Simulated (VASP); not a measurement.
# Na4AlO (P4/mbm) in VASP: single point with PBE

Aim: the single point of Na4AlO with PBE.

Program: VASP 6.6.1. These are calculated values, not measurements. Logs are shortened: lines on timing, memory, paths and dates and some standing lists are left out, and cuts for length are marked.

## 1. The cell of the first run

The structure is tetragonal, space group P4/mbm (No. 127). Conventional cell: a = 6.214 Å, b = 6.214 Å, c = 7.523 Å, α = 90.00°, β = 90.00°, γ = 90.00°. Within 3.0 Å of Na (site symmetry 4) lie 1 O at 2.27 Å and 1 Na at 2.98 Å. Na (site symmetry m2m) has 2 O at 2.24 Å within 3.0 Å. Within 4.6 Å of Al (site symmetry mmm) lie 16 Na at 3.45 to 4.60 Å and 4 Al at 4.39 Å. O (site symmetry 4/m) has 6 Na at 2.24 to 2.27 Å within 3.0 Å.

## 2. Single point, PBE

Contents of INCAR:

```
PREC = Accurate ; ENCUT = 520
EDIFF = 1E-6 ; ISMEAR = 0
SIGMA = 0.2 ; LREAL = False
LASPH = True ; NELM = 80
ALGO = Normal ; ISIF = 2
LWAVE = False ; LCHARG = False
GGA = PE ; NBANDS = 49
```

Contents of KPOINTS:

```
regular mesh
0
Gamma
  3 3 3
```

Contents of POSCAR:

```
Na4AlO
1.0
    6.2139784235      0.0000000000      0.0000000000
    0.0000000000      6.2139784235      0.0000000000
    0.0000000000      0.0000000000      7.5233983888
Na Al O
8 2 2
Direct
    0.5000000000      0.5000000000      0.3021122358
    0.5000000000      0.5000000000      0.6978877642
    0.0000000000      0.0000000000      0.6978877642
    0.0000000000      0.0000000000      0.3021122358
    0.8005328371      0.3005328371      0.0000000000
    0.1994671629      0.6994671629      0.0000000000
    0.3005328371      0.1994671629      0.0000000000
    0.6994671629      0.8005328371      0.0000000000
    0.0000000000      0.5000000000      0.5000000000
    0.5000000000      0.0000000000      0.5000000000
    0.5000000000      0.5000000000      0.0000000000
    0.0000000000      0.0000000000      0.0000000000
```

Potentials or basis: VASP PAW PBE potentials, release 64 (Na_pv, Al, O).

Run with:

```console
$ cat potpaw_PBE.64/Na_pv/POTCAR potpaw_PBE.64/Al/POTCAR potpaw_PBE.64/O/POTCAR > POTCAR
$ mpirun -np 1 vasp_std > vasp.out
```

OUTCAR:

```text
PREC = Accurate
   ENCUT = 520
   EDIFF = 1E-6
   ISMEAR = 0
   LREAL = False
   LASPH = True
   NELM = 80
   ISIF = 2
   GGA = PE

 ion  position               nearest neighbor table
   1  0.500  0.500  0.302-  11 2.27
   2  0.500  0.500  0.698-  11 2.27
   3  0.000  0.000  0.698-  12 2.27
   4  0.000  0.000  0.302-  12 2.27
   5  0.801  0.301  0.000-  11 2.24  12 2.24
   6  0.199  0.699  0.000-  11 2.24  12 2.24
   7  0.301  0.199  0.000-  11 2.24  12 2.24
   8  0.699  0.801  0.000-  11 2.24  12 2.24
   9  0.000  0.500  0.500-
  10  0.500  0.000  0.500-
  11  0.500  0.500  0.000-   5 2.24   6 2.24   7 2.24   8 2.24   1 2.27   2 2.27
  12  0.000  0.000  0.000-   5 2.24   6 2.24   7 2.24   8 2.24   3 2.27   4 2.27

  LATTYP: Found a simple tetragonal cell.
 ALAT       =     6.2139784235
 C/A-ratio  =     1.2107216788

  Lattice vectors:

 A1 = (   6.2139784235,   0.0000000000,   0.0000000000)
 A2 = (   0.0000000000,   6.2139784235,   0.0000000000)
 A3 = (   0.0000000000,   0.0000000000,   7.5233983888)

Analysis of symmetry for initial positions (statically):
=====================================================================
 Subroutine PRICEL returns:
 Original cell was already a primitive cell.

 Routine SETGRP: Setting up the symmetry group for a
 simple tetragonal supercell.

 Subroutine GETGRP returns: Found 16 space group operations
 (whereof  8 operations were pure point group operations)
 out of a pool of 16 trial point group operations.

The static configuration has the point symmetry C_4h.
 The point group associated with its full space group is D_4h.

Analysis of symmetry for dynamics (positions and initial velocities):
=====================================================================
 Subroutine PRICEL returns:
 Original cell was already a primitive cell.

 Routine SETGRP: Setting up the symmetry group for a
 simple tetragonal supercell.

 Subroutine GETGRP returns: Found 16 space group operations
 (whereof  8 operations were pure point group operations)
 out of a pool of 16 trial point group operations.

The dynamic configuration has the point symmetry C_4h.
 The point group associated with its full space group is D_4h.

 Subroutine INISYM returns: Found 16 space group operations
 (whereof  8 operations are pure point group operations),
 and found     1 'primitive' translations

----------------------------------------------------------------------------------------

                                     Primitive cell

  volume of cell :     290.5050

  direct lattice vectors                    reciprocal lattice vectors
     6.213978424  0.000000000  0.000000000     0.160927498  0.000000000  0.000000000
     0.000000000  6.213978424  0.000000000     0.000000000  0.160927498  0.000000000
     0.000000000  0.000000000  7.523398389     0.000000000  0.000000000  0.132918656

  length of vectors
     6.213978424  6.213978424  7.523398389     0.160927498  0.160927498  0.132918656

  position of ions in fractional coordinates (direct lattice)
     0.500000000  0.500000000  0.302112236
     0.500000000  0.500000000  0.697887764
     0.000000000  0.000000000  0.697887764
     0.000000000  0.000000000  0.302112236
     0.800532837  0.300532837  0.000000000
     0.199467163  0.699467163  0.000000000
     0.300532837  0.199467163  0.000000000
     0.699467163  0.800532837  0.000000000
     0.000000000  0.500000000  0.500000000
     0.500000000  0.000000000  0.500000000
     0.500000000  0.500000000  0.000000000
     0.000000000  0.000000000  0.000000000

  ion indices of the primitive-cell ions
   primitive index   ion index
                 1           1
                 2           2
                 3           3
                 4           4
                 5           5
                 6           6
                 7           7
                 8           8
                 9           9
                10          10
                11          11
                12          12

----------------------------------------------------------------------------------------

 KPOINTS: regular mesh

Automatic generation of k-mesh.
 Grid dimensions read from file:
 generate k-points for:    3    3    3

 Generating k-lattice:

  Cartesian coordinates                     Fractional coordinates (reciprocal lattice)
     0.053642499  0.000000000  0.000000000     0.333333333  0.000000000  0.000000000
     0.000000000  0.053642499  0.000000000     0.000000000  0.333333333  0.000000000
     0.000000000  0.000000000  0.044306219     0.000000000  0.000000000  0.333333333

  Length of vectors
     0.053642499  0.053642499  0.044306219

  Shift w.r.t. Gamma in fractional coordinates (k-lattice)
     0.000000000  0.000000000  0.000000000

 Subroutine IBZKPT returns following result:
 ===========================================

 Found      6 irreducible k-points:

 Following reciprocal coordinates:
            Coordinates               Weight
  0.000000  0.000000  0.000000      1.000000
  0.333333  0.000000  0.000000      4.000000
  0.333333  0.333333  0.000000      4.000000
  0.000000  0.000000  0.333333      2.000000
  0.333333  0.000000  0.333333      8.000000
  0.333333  0.333333  0.333333      8.000000
   k-points           NKPTS =      6   k-points in BZ     NKDIM =      6   number of bands    NBANDS=     49
   number of dos      NEDOS =    301   number of ions     NIONS =     12
   total plane-waves  NPLWV = 129024
   dimension x,y,z NGX =    48 NGY =   48 NGZ =   56
   dimension x,y,z NGXF=    96 NGYF=   96 NGZF=  112
   ions per type =               8   2   2
   NGX,Y,Z   is equivalent  to a cutoff of  12.84, 12.84, 12.37 a.u.
   NGXF,Y,Z  is equivalent  to a cutoff of  25.68, 25.68, 24.75 a.u.
 SYSTEM =  unknown system
   PREC   = accura    normal or accurate (medium, high low for compatibility)
   ISTART =      0    job   : 0-new  1-cont  2-samecut
   ICHARG =      2    charge: 1-file 2-atom 10-const
   ISPIN  =      1    spin polarized calculation?
   LNONCOLLINEAR =      F non collinear calculations
   LSORBIT =      F    spin-orbit coupling
   LASPH  =      T    aspherical Exc in radial PAW
   ENCUT  =  520.0 eV  38.22 Ry    6.18 a.u.  11.55 11.55 13.99*2*pi/ulx,y,z
   NELM   =     80;   NELMIN=  2; NELMDL= -5     # of ELM steps
   EDIFF  = 0.1E-05   stopping-criterion for ELM
   LREAL  =      F    real-space projection
   EDIFFG = 0.1E-04   stopping-criterion for IOM
   NSW    =      0    number of steps for IOM
   IBRION =     -1    ionic relax: 0-MD 1-quasi-New 2-CG
   NFREE  =      0    steps in history (QN), initial steepest desc. (CG)
   ISIF   =      2    stress and relaxation
   ISYM   =      2    0-nonsym 1-usesym 2-fastsym
   POTIM  = 0.5000    time-step for ionic-motion
   TEBEG  =    0.0;   TEEND  =   0.0 temperature during run
   PSTRESS=    0.0 pullay stress
   NELECT =      74.0000    total number of electrons
   NUPDOWN=      -1.0000    fix difference up-down
   EMIN   =  10.00;   EMAX   =-10.00  energy-range for DOS
   EFERMI =   0.00;   METHOD = LEGACY
   ISMEAR =     0;   SIGMA  =   0.20  broadening in eV -4-tet -1-fermi 0-gaus
   EFERMI_NEDOS =   21; number of points for ismear=-14 and -15
   IALGO  =     38    algorithm
   IMIX   =      4    mixing-type and parameters
     AMIX     =   0.40;   BMIX     =  1.00
     AMIX_MAG =   1.60;   BMIX_MAG =  1.00
  volume/ion in A,a.u.               =      24.21       163.37
  Fermi-wavevector in a.u.,A,eV,Ry     =   1.037769  1.961100 14.653005  1.076965
  Thomas-Fermi vector in A             =   2.172223
   LORBIT       =      0    0 simple, 1 ext, 2 COOP (PROOUT), +10 PAW based schemes
   GGA     = PE    functional components
   LHFCALC =     F    Hartree Fock is set to
   AEXX    =    0.0000 exact exchange contribution
   IVDW    =     0    specifies the selected vdW correction
   LEPSILON=     F    determine dielectric tensor
   LRPA    =     F    only Hartree local field effects (RPA)
 non-spin polarized calculation
 Gauss-broadening in eV      SIGMA  =   0.20
  energy-cutoff  :      520.00
  volume of cell :      290.50
 maximum number of plane-waves:      7863
 NGX is ok and might be reduce to    48
   NGX = 23   NGY = 23   NGZ = 27

 number of electron      74.0000027 magnetization

 Free energy of the ion-electron system (eV)
  ---------------------------------------------------
  ext. energy  EPLUGINS =         0.00000000
  ---------------------------------------------------
  free energy    TOTEN  =       -32.76976001 eV

  energy without entropy =      -32.62174237  energy(sigma->0) =      -32.69575119

 E-fermi :   1.2420     XC(G=0):  -7.5611

 val. band max:        1.1864720760   @ k =   0.3333   0.0000   0.0000
 cond. band min:       1.2930759260   @ k =   0.0000   0.0000   0.0000
 fundamental gap:      0.1066038500
 Fermi energy:         1.2420471333

 k-point     1 :       0.0000    0.0000    0.0000
  band No.  band energies     occupation
      1     -22.8124      2.00000
      2     -22.7571      2.00000
      3     -22.7571      2.00000
      4     -22.7451      2.00000
      5     -22.7439      2.00000
      6     -22.7384      2.00000
[... 41 lines left out ...]
     48       6.0779      0.00000
     49       6.0779      0.00000

 k-point     2 :       0.3333    0.0000    0.0000
  band No.  band energies     occupation
      1     -22.7996      2.00000
      2     -22.7735      2.00000
      3     -22.7505      2.00000
      4     -22.7424      2.00000
      5     -22.7396      2.00000
      6     -22.7327      2.00000
[... 200 lines left out ...]
 k-point     6 :       0.3333    0.3333    0.3333
  band No.  band energies     occupation
      1     -22.7863      2.00000
      2     -22.7652      2.00000
      3     -22.7561      2.00000
      4     -22.7455      2.00000
      5     -22.7419      2.00000
      6     -22.7364      2.00000
[... 41 lines left out ...]
     48       5.9535      0.00000
     49       6.1959      0.00000

------------------------ aborting loop because EDIFF is reached ----------------------------------------

  FORCE on cell =-STRESS in cart. coord.  units (eV):
  Direction    XX          YY          ZZ          XY          YZ          ZX
  --------------------------------------------------------------------------------------
  -------------------------------------------------------------------------------------
  Total       -0.0382289     -0.0382289      0.9849480      0.0000000      0.0000000     -0.0000000
  in kB       -0.2108377     -0.2108377      5.4321323      0.0000000      0.0000000     -0.0000000
  external PRESSURE =       1.6701523 kB  Pullay stress =       0.0000000 kB

 VOLUME and BASIS-vectors are now :
 -----------------------------------------------------------------------------
  energy-cutoff  :      520.00
  volume of cell :      290.50
      direct lattice vectors                 reciprocal lattice vectors
     6.213978424  0.000000000  0.000000000     0.160927498  0.000000000  0.000000000
     0.000000000  6.213978424  0.000000000     0.000000000  0.160927498  0.000000000
     0.000000000  0.000000000  7.523398389     0.000000000  0.000000000  0.132918656

 POSITION                                       TOTAL-FORCE (eV/Angst)
 -----------------------------------------------------------------------------------
      3.10699      3.10699      2.27291        -0.000000      0.000000      0.024810
      3.10699      3.10699      5.25049        -0.000000      0.000000     -0.024810
      0.00000      0.00000      5.25049         0.000000      0.000000     -0.024810
      0.00000      0.00000      2.27291         0.000000      0.000000      0.024810
      4.97449      1.86750      0.00000         0.017518      0.017518      0.000000
      1.23948      4.34647      0.00000        -0.017518     -0.017518      0.000000
      1.86750      1.23948      0.00000         0.017518     -0.017518      0.000000
      4.34647      4.97449      0.00000        -0.017518      0.017518      0.000000
      0.00000      3.10699      3.76170         0.000000      0.000000      0.000000
      3.10699      0.00000      3.76170         0.000000      0.000000      0.000000
      3.10699      3.10699      0.00000         0.000000      0.000000      0.000000
      0.00000      0.00000      0.00000         0.000000      0.000000      0.000000
 -----------------------------------------------------------------------------------
    total drift:                                0.000000     -0.000000      0.000000

  FREE ENERGIE OF THE ION-ELECTRON SYSTEM (eV)
  ---------------------------------------------------
  free  energy   TOTEN  =       -32.7697600069 eV

  energy  without entropy=      -32.6217423696  energy(sigma->0) =      -32.69575119
```

Run time: 49 s. Hardware: 1 thread of Intel Xeon 6975P-C (Granite Rapids), shared host; peak memory 0.36 GiB.

Results:

```
Free energy            : -32.7698 eV
Pressure               : 0.2 GPa
Largest force          : 0.025 eV/Å
Band gap on the k mesh : 0.11 eV (least direct gap 0.15 eV)
```

Forces in eV/Å, atoms in the order of the input:
```
Na   0.000  0.000  0.025
Na   0.000  0.000 -0.025
Na   0.000  0.000 -0.025
Na   0.000  0.000  0.025
Na   0.018  0.018  0.000
Na  -0.018 -0.018  0.000
Na   0.018 -0.018  0.000
Na  -0.018  0.018  0.000
Al   0.000  0.000  0.000
Al   0.000  0.000  0.000
O    0.000  0.000  0.000
O    0.000  0.000  0.000
```

Stress tensor (GPa, compression positive):
```
-0.02  0.00  0.00
 0.00 -0.02  0.00
 0.00  0.00  0.54
```

Levels at points of the mesh, in eV from the valence-band top:
```
           k point  band 34  band 35  band 36  band 37  band 38  band 39  band 40  band 41
(0.00, 0.00, 0.00)    -1.99    -0.36    -0.36    -0.31     0.11     1.03     1.79     2.07
```

Caveat: an odd mesh through Γ misses points on the zone boundary, where band edges can lie.
